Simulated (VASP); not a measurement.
## Ti4O: single point with PBEsol

Slab: Ti4O, a slab with vacuum.

```
Ti O
1.0
     2.89997    0.00000    0.00000
    -1.44998    2.51145    0.00000
     0.00000    0.00000   22.31168
Ti O
4 1
Cartesian
  1.4500 0.8371 4.0000
  0.0000 1.6743 6.2953
  1.4500 0.8371 8.6726
  0.0000 1.6743 10.8117
  -0.7250 2.9300 11.8888
```

```
Program             : VASP 6.6.1
Task                : single point
Functional          : PBEsol
Potentials or basis : VASP PAW PBE potentials, release 64 (Ti_sv, O)
Cutoff              : 520 eV
k mesh              : 9 × 9 × 1
Occupations         : gaussian, width 0.1 eV
Spin                : no spin polarisation
```

The largest force is 1.442 eV/Å and the band gap on the k mesh is zero (band 27 reaches 1.10 eV, above the bottom of band 28 at 0.44 eV).

Forces on the atoms (eV/Å):
```
Ti  -0.004 -0.002  0.634
Ti  -0.009 -0.005 -0.608
Ti  -0.046 -0.027 -1.441
Ti   0.312  0.180  1.319
O   -0.252 -0.146  0.097
```

Levels at points of the mesh, in eV from the Fermi level:
```tsv
k point	band 24	band 25	band 26	band 27	band 28	band 29	band 30	band 31
(0.00, 0.00, 0.00)	-1.76	-0.18	0.28	0.33	0.46	0.73	0.75	0.78
```

It took 7.3 min on 1 thread of AMD EPYC 7R43 64-Core Processor (Zen 3), on a shared host, peak memory 0.31 GiB.

Caveat: the PAW data sets were made with another functional, which shifts forces and pressure a little.
